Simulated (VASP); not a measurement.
# CoO (I4/mmm) in VASP: notebook

The runs below take CoO through single point, with PBE.

Everything below comes from runs of VASP 6.6.1. Logs are shortened: lines on timing, memory, paths and dates and some standing lists are left out, and cuts for length are marked.

## Step 1: The cell of the first run

Symmetry: I4/mmm, No. 139, tetragonal system. Conventional cell: a = 3.016 Å, b = 3.016 Å, c = 4.215 Å, α = 90.00°, β = 90.00°, γ = 90.00°. Co (site symmetry 4/mmm) has 6 O at 2.11 to 2.13 Å within 2.8 Å. Within 2.8 Å of O (site symmetry 4/mmm) lie 6 Co at 2.11 to 2.13 Å.

## Step 2: Single point, PBE, collinear spin, ferromagnetic start

INCAR reads:

```
PREC     = Accurate       # precision mode
ENCUT    = 520            # plane-wave cutoff, eV
EDIFF    = 1E-7           # SCF threshold, eV
ISMEAR   = 0              # smearing method
SIGMA    = 0.05           # smearing width, eV
LREAL    = False          # projectors in reciprocal space
LASPH    = True           # aspherical terms in the spheres
NELM     = 150            # most SCF steps
ALGO     = Normal         # electronic algorithm
ISIF     = 2              # what is computed and relaxed
LWAVE    = False          # write WAVECAR
LCHARG   = False          # write CHGCAR
ISPIN    = 2              # spin polarisation
MAGMOM   = 2.75 0         # initial moments
LORBIT   = 11             # projections on sites
LMAXMIX  = 4              # l up to which the mixer works
GGA      = PE             # functional
NBANDS   = 18             # bands
```

KPOINTS reads:

```
Automatic mesh
0
Gamma
  14 14 14
```

POSCAR reads:

```
CoO
1.0
   -1.5080004431      1.5080004431      2.1072503604
    1.5080004431     -1.5080004431      2.1072503604
    1.5080004431      1.5080004431     -2.1072503604
Co O
1 1
Direct
    0.0000000000      0.0000000000      0.0000000000
    0.5000000000      0.5000000000      0.0000000000
```

Potentials or basis: VASP PAW PBE potentials, release 64 (Co, O).

Command:

```console
$ cat potpaw_PBE.64/Co/POTCAR potpaw_PBE.64/O/POTCAR > POTCAR
$ mpirun -np 1 vasp_std > vasp.out
```

OUTCAR:

```text
PREC = Accurate
   ENCUT = 520
   EDIFF = 1E-7
   ISMEAR = 0
   LREAL = False
   LASPH = True
   NELM = 150
   ISIF = 2
   ISPIN = 2
   LORBIT = 11
   GGA = PE

 ion  position               nearest neighbor table
   1  0.000  0.000  0.000-   2 2.11   2 2.11   2 2.13   2 2.13   2 2.13   2 2.13
   2  0.500  0.500  0.000-   1 2.11   1 2.11   1 2.13   1 2.13   1 2.13   1 2.13

  LATTYP: Found a body centered tetragonal cell.
 ALAT       =     3.0160008862
 C/A-ratio  =     1.3973804650

  Lattice vectors:

 A1 = (  -1.5080004431,   1.5080004431,   2.1072503604)
 A2 = (   1.5080004431,  -1.5080004431,   2.1072503604)
 A3 = (   1.5080004431,   1.5080004431,  -2.1072503604)

Analysis of symmetry for initial positions (statically):
=====================================================================
 Subroutine PRICEL returns:
 Original cell was already a primitive cell.

 Routine SETGRP: Setting up the symmetry group for a
 body centered tetragonal supercell.

 Subroutine GETGRP returns: Found 16 space group operations
 (whereof 16 operations were pure point group operations)
 out of a pool of 16 trial point group operations.

The static configuration has the point symmetry D_4h.

Analysis of symmetry for dynamics (positions and initial velocities):
=====================================================================
 Subroutine PRICEL returns:
 Original cell was already a primitive cell.

 Routine SETGRP: Setting up the symmetry group for a
 body centered tetragonal supercell.

 Subroutine GETGRP returns: Found 16 space group operations
 (whereof 16 operations were pure point group operations)
 out of a pool of 16 trial point group operations.

The dynamic configuration has the point symmetry D_4h.

Analysis of structural, dynamic, and magnetic symmetry:
=====================================================================
 Subroutine PRICEL returns:
 Original cell was already a primitive cell.

 Routine SETGRP: Setting up the symmetry group for a
 body centered tetragonal supercell.

 Subroutine GETGRP returns: Found 16 space group operations
 (whereof 16 operations were pure point group operations)
 out of a pool of 16 trial point group operations.

The overall configuration has the point symmetry D_4h.

 Subroutine INISYM returns: Found 16 space group operations
 (whereof 16 operations are pure point group operations),
 and found     1 'primitive' translations

----------------------------------------------------------------------------------------

                                     Primitive cell

  volume of cell :      19.1681

  direct lattice vectors                    reciprocal lattice vectors
    -1.508000443  1.508000443  2.107250360     0.000000000  0.331564889  0.237276030
     1.508000443 -1.508000443  2.107250360     0.331564889  0.000000000  0.237276030
     1.508000443  1.508000443 -2.107250360     0.331564889  0.331564889  0.000000000

  length of vectors
     2.998105194  2.998105194  2.998105194     0.407719500  0.407719500  0.468903563

  position of ions in fractional coordinates (direct lattice)
     0.000000000  0.000000000  0.000000000
     0.500000000  0.500000000  0.000000000

  ion indices of the primitive-cell ions
   primitive index   ion index
                 1           1
                 2           2

----------------------------------------------------------------------------------------

 KPOINTS: Automatic mesh

Automatic generation of k-mesh.
 Grid dimensions read from file:
 generate k-points for:   14   14   14

 Generating k-lattice:

  Cartesian coordinates                     Fractional coordinates (reciprocal lattice)
     0.000000000  0.023683206  0.016948288     0.071428571  0.000000000  0.000000000
     0.023683206  0.000000000  0.016948288     0.000000000  0.071428571  0.000000000
     0.023683206  0.023683206  0.000000000     0.000000000  0.000000000  0.071428571

  Length of vectors
     0.029122821  0.029122821  0.033493112

  Shift w.r.t. Gamma in fractional coordinates (k-lattice)
     0.000000000  0.000000000  0.000000000

 Subroutine IBZKPT returns following result:
 ===========================================

 Found    244 irreducible k-points:

 Following reciprocal coordinates:
            Coordinates               Weight
  0.000000  0.000000  0.000000      1.000000
  0.071429  0.000000  0.000000      8.000000
  0.142857  0.000000  0.000000      8.000000
  0.214286 -0.000000  0.000000      8.000000
  0.285714  0.000000 -0.000000      8.000000
  0.357143 -0.000000  0.000000      8.000000
[... 16 lines left out ...]
  0.214286  0.142857 -0.000000     16.000000
  0.285714  0.142857  0.000000     16.000000
 [... further k-points ...]
   k-points           NKPTS =    244   k-points in BZ     NKDIM =    244   number of bands    NBANDS=     18
   number of dos      NEDOS =    301   number of ions     NIONS =      2
   total plane-waves  NPLWV =  13824
   dimension x,y,z NGX =    24 NGY =   24 NGZ =   24
   dimension x,y,z NGXF=    48 NGYF=   48 NGZF=   48
   ions per type =               1   1
   NGX,Y,Z   is equivalent  to a cutoff of  13.31, 13.31, 13.31 a.u.
   NGXF,Y,Z  is equivalent  to a cutoff of  26.62, 26.62, 26.62 a.u.
 SYSTEM =  unknown system
   PREC   = accura    normal or accurate (medium, high low for compatibility)
   ISTART =      0    job   : 0-new  1-cont  2-samecut
   ICHARG =      2    charge: 1-file 2-atom 10-const
   ISPIN  =      2    spin polarized calculation?
   LNONCOLLINEAR =      F non collinear calculations
   LSORBIT =      F    spin-orbit coupling
   LASPH  =      T    aspherical Exc in radial PAW
   ENCUT  =  520.0 eV  38.22 Ry    6.18 a.u.   5.57  5.57  5.57*2*pi/ulx,y,z
   NELM   =    150;   NELMIN=  2; NELMDL= -5     # of ELM steps
   EDIFF  = 0.1E-06   stopping-criterion for ELM
   LREAL  =      F    real-space projection
   EDIFFG = 0.1E-05   stopping-criterion for IOM
   NSW    =      0    number of steps for IOM
   IBRION =     -1    ionic relax: 0-MD 1-quasi-New 2-CG
   NFREE  =      0    steps in history (QN), initial steepest desc. (CG)
   ISIF   =      2    stress and relaxation
   ISYM   =      2    0-nonsym 1-usesym 2-fastsym
   POTIM  = 0.5000    time-step for ionic-motion
   TEBEG  =    0.0;   TEEND  =   0.0 temperature during run
   PSTRESS=    0.0 pullay stress
   NELECT =      15.0000    total number of electrons
   NUPDOWN=      -1.0000    fix difference up-down
   EMIN   =  10.00;   EMAX   =-10.00  energy-range for DOS
   EFERMI =   0.00;   METHOD = LEGACY
   ISMEAR =     0;   SIGMA  =   0.05  broadening in eV -4-tet -1-fermi 0-gaus
   EFERMI_NEDOS =   21; number of points for ismear=-14 and -15
   IALGO  =     38    algorithm
   IMIX   =      4    mixing-type and parameters
     AMIX     =   0.40;   BMIX     =  1.00
     AMIX_MAG =   1.60;   BMIX_MAG =  1.00
  volume/ion in A,a.u.               =       9.58        64.68
  Fermi-wavevector in a.u.,A,eV,Ry     =   1.508617  2.850872 30.965828  2.275924
  Thomas-Fermi vector in A             =   2.619047
   LORBIT       =     11    0 simple, 1 ext, 2 COOP (PROOUT), +10 PAW based schemes
   GGA     = PE    functional components
   LHFCALC =     F    Hartree Fock is set to
   AEXX    =    0.0000 exact exchange contribution
   IVDW    =     0    specifies the selected vdW correction
   LEPSILON=     F    determine dielectric tensor
   LRPA    =     F    only Hartree local field effects (RPA)
 spin polarized calculation
 Gauss-broadening in eV      SIGMA  =   0.05
  energy-cutoff  :      520.00
  volume of cell :       19.17
 maximum number of plane-waves:       533
 NGX is ok and might be reduce to    24
   NGX = 11   NGY = 11   NGZ = 11

 number of electron      15.0000006 magnetization       2.9170774

 Free energy of the ion-electron system (eV)
  ---------------------------------------------------
  ext. energy  EPLUGINS =         0.00000000
  ---------------------------------------------------
  free energy    TOTEN  =       -13.04867454 eV

  energy without entropy =      -13.04384944  energy(sigma->0) =      -13.04626199

 E-fermi :   8.0225     XC(G=0): -12.4547

 val. band max:        8.0222841358   @ k =   0.2143   0.1429   0.0714
 cond. band min:       8.0228771428   @ k =  -0.2857  -0.3571   0.1429
 fundamental gap:      0.0005930070
 Fermi energy:         8.0224750469

 spin component 1

 k-point     1 :       0.0000    0.0000    0.0000
  band No.  band energies     occupation
      1     -12.2419      1.00000
      2       4.7360      1.00000
      3       4.7483      1.00000
      4       4.8463      1.00000
      5       4.8860      1.00000
      6       4.8860      1.00000
[... 10 lines left out ...]
     17      29.9157      0.00000
     18      32.8268      0.00000
[... 463 lines left out ...]
 k-point    24 :       0.2857    0.1429    0.0000
  band No.  band energies     occupation
      1     -11.2529      1.00000
      2       0.7623      1.00000
      3       2.1641      1.00000
      4       2.5211      1.00000
      5       5.4038      1.00000
      6       5.4469      1.00000
[... 10 lines left out ...]
     17      36.0088      0.00000
     18      36.9433      0.00000

 [... further k-points ...]

 spin component 2

 k-point     1 :       0.0000    0.0000    0.0000
  band No.  band energies     occupation
      1     -11.7326      1.00000
      2       5.4025      1.00000
      3       5.4624      1.00000
      4       5.4624      1.00000
      5       6.8927      1.00000
      6       6.8927      1.00000
[... 10 lines left out ...]
     17      30.8885      0.00000
     18      33.6567      0.00000
[... 463 lines left out ...]
 k-point    24 :       0.2857    0.1429    0.0000
  band No.  band energies     occupation
      1     -10.7090      1.00000
      2       1.4181      1.00000
      3       3.5004      1.00000
      4       3.5806      1.00000
      5       7.5119      1.00000
      6       7.7906      1.00000
[... 10 lines left out ...]
     17      36.4763      0.00000
     18      37.4869      0.00000

 [... further k-points ...]
[... 5 lines left out ...]
  --------------------------------------------------------------------------------------
  -------------------------------------------------------------------------------------
  Total       -0.0647919     -0.0647919     -0.0542735      0.0000000      0.0000000      0.0000000
  in kB       -5.4156717     -5.4156717     -4.5364812      0.0000000      0.0000000      0.0000000
  external PRESSURE =      -5.1226082 kB  Pullay stress =       0.0000000 kB

 VOLUME and BASIS-vectors are now :
 -----------------------------------------------------------------------------
  energy-cutoff  :      520.00
  volume of cell :       19.17
      direct lattice vectors                 reciprocal lattice vectors
    -1.508000443  1.508000443  2.107250360     0.000000000  0.331564889  0.237276030
     1.508000443 -1.508000443  2.107250360     0.331564889  0.000000000  0.237276030
     1.508000443  1.508000443 -2.107250360     0.331564889  0.331564889  0.000000000

 POSITION                                       TOTAL-FORCE (eV/Angst)
 -----------------------------------------------------------------------------------
      0.00000      0.00000      0.00000         0.000000     -0.000000      0.000000
      0.00000      0.00000      2.10725        -0.000000      0.000000     -0.000000
 -----------------------------------------------------------------------------------
    total drift:                               -0.000000      0.000000     -0.000000

  FREE ENERGIE OF THE ION-ELECTRON SYSTEM (eV)
  ---------------------------------------------------
  free  energy   TOTEN  =       -13.0486745417 eV

  energy  without entropy=      -13.0438494443  energy(sigma->0) =      -13.04626199

 total charge

# of ion       s       p       d       tot
------------------------------------------
    1        0.296   0.362   7.148   7.806
    2        1.556   3.428   0.000   4.984
--------------------------------------------------
tot          1.852   3.790   7.148  12.790

 magnetization (x)

# of ion       s       p       d       tot
------------------------------------------
    1        0.021   0.018   2.525   2.563
    2        0.029   0.275   0.000   0.304
--------------------------------------------------
tot          0.050   0.292   2.525   2.867
```

Run time: 6.3 min. Hardware: 1 thread of Intel Xeon 8259CL, shared host; peak memory 0.25 GiB.

Results:

| Quantity | Value |
| --- | --- |
| Free energy | -13.0487 eV |
| Pressure | -0.5 GPa |
| Net moment | 2.92 μB per cell |
| Site moments | Co +2.56; O +0.30 μB |
| Valence electrons inside the program's atomic spheres | Co 7.81; O 4.98 |

Levels at points of the mesh, in eV from the Fermi level:
Spin up:
| k point | band 5 | band 6 | band 7 | band 8 | band 9 | band 10 | band 11 | band 12 | band 13 | band 14 |
| --- | --- | --- | --- | --- | --- | --- | --- | --- | --- | --- |
| (0.00, 0.00, 0.00) | -3.14 | -3.14 | -3.14 | -3.14 | -3.00 | 1.04 | 16.89 | 18.18 | 18.18 | 18.23 |
| (0.50, 0.00, 0.00) | -2.39 | -2.34 | -1.80 | 0.08 | 0.16 | 5.09 | 9.42 | 13.36 | 13.64 | 20.57 |
| (0.50, 0.50, 0.00) | -3.98 | -2.94 | -2.41 | -2.10 | -2.02 | 5.92 | 9.82 | 11.76 | 15.80 | 15.99 |
| (0.50, 0.50, 0.50) | -3.90 | -2.90 | -2.42 | -2.11 | -2.11 | 5.93 | 9.98 | 11.64 | 15.75 | 15.75 |
Spin down:
```
           k point  band 2  band 3  band 4  band 5  band 6  band 7  band 8  band 9  band 10  band 11
(0.00, 0.00, 0.00)   -2.62   -2.56   -2.56   -1.13   -1.13   -1.09    0.02    0.07     1.59    16.79
(0.50, 0.00, 0.00)   -7.63   -4.69   -4.65   -0.15   -0.11    0.18    2.70    2.74     5.37    10.21
(0.50, 0.50, 0.00)   -6.44   -3.88   -3.78   -2.25    0.10    0.14    0.50    1.01     6.77    10.30
(0.50, 0.50, 0.50)   -6.42   -3.86   -3.86   -2.26    0.13    0.13    0.57    0.97     6.78    10.43
```

Caveat: a cell with one magnetic atom can't hold antiferromagnetic order, which such compounds often take; semilocal functionals often make such compounds metallic where correlation or magnetic order opens a gap, which also shifts bond lengths.

## Step 3: Single point, PBE, collinear spin, ferromagnetic start

INCAR reads:

```
SYSTEM = CoO
  PREC = Accurate
  ENCUT = 520
  EDIFF = 1E-6
  ISMEAR = 0
  SIGMA = 0.05
  LREAL = .False.
  LASPH = .True.
  NELM = 150
  ALGO = Normal
  ISIF = 2
  LWAVE = .False.
  LCHARG = .False.
  ISPIN = 2
  MAGMOM = 3 0
  LORBIT = 11
  LMAXMIX = 4
  GGA = PE
  NBANDS = 18
```

KPOINTS reads:

```
Automatic mesh
0
Gamma
  16 16 16
  0 0 0
```

POSCAR is that of step 2.

Potentials or basis: VASP PAW PBE potentials, release 64 (Co, O).

Command:

```console
$ cat potpaw_PBE.64/Co/POTCAR potpaw_PBE.64/O/POTCAR > POTCAR
$ mpirun -np 1 vasp_std > vasp.out
```

It took 7.6 min on 1 thread of Intel Xeon 8259CL, shared host; peak memory 0.3 GiB.

Results (log left out):

| Quantity | Value |
| --- | --- |
| Free energy | -13.0486 eV |
| Pressure | -0.5 GPa |
| Net moment | 2.91 μB per cell |
| Site moments | Co +2.56; O +0.30 μB |
| Valence electrons inside the program's atomic spheres | Co 7.81; O 4.98 |

Levels at points of the mesh, in eV from the Fermi level:
Spin up:
| k point | band 5 | band 6 | band 7 | band 8 | band 9 | band 10 | band 11 | band 12 | band 13 | band 14 |
| --- | --- | --- | --- | --- | --- | --- | --- | --- | --- | --- |
| (0.00, 0.00, 0.00) | -3.14 | -3.14 | -3.13 | -3.13 | -3.00 | 1.04 | 16.89 | 18.18 | 18.18 | 18.23 |
| (0.50, 0.00, 0.00) | -2.38 | -2.34 | -1.80 | 0.08 | 0.16 | 5.09 | 9.42 | 13.36 | 13.64 | 20.57 |
| (0.50, 0.50, 0.00) | -3.98 | -2.94 | -2.41 | -2.10 | -2.02 | 5.92 | 9.82 | 11.76 | 15.80 | 15.99 |
| (0.50, 0.50, 0.50) | -3.90 | -2.90 | -2.41 | -2.11 | -2.11 | 5.93 | 9.98 | 11.64 | 15.75 | 15.75 |
Spin down:
| k point | band 2 | band 3 | band 4 | band 5 | band 6 | band 7 | band 8 | band 9 | band 10 | band 11 |
| --- | --- | --- | --- | --- | --- | --- | --- | --- | --- | --- |
| (0.00, 0.00, 0.00) | -2.62 | -2.56 | -2.56 | -1.13 | -1.13 | -1.09 | 0.02 | 0.07 | 1.59 | 16.79 |
| (0.50, 0.00, 0.00) | -7.63 | -4.69 | -4.65 | -0.15 | -0.11 | 0.18 | 2.70 | 2.74 | 5.37 | 10.21 |
| (0.50, 0.50, 0.00) | -6.44 | -3.88 | -3.78 | -2.25 | 0.10 | 0.14 | 0.50 | 1.01 | 6.77 | 10.30 |
| (0.50, 0.50, 0.50) | -6.42 | -3.87 | -3.87 | -2.26 | 0.13 | 0.13 | 0.57 | 0.97 | 6.78 | 10.43 |

Caveat: a cell with one magnetic atom can't hold antiferromagnetic order, which such compounds often take; semilocal functionals often make such compounds metallic where correlation or magnetic order opens a gap, which also shifts bond lengths. With open d or f shells a metallic result of PBE can be an artefact of self-interaction; +U or a hybrid may open a gap.
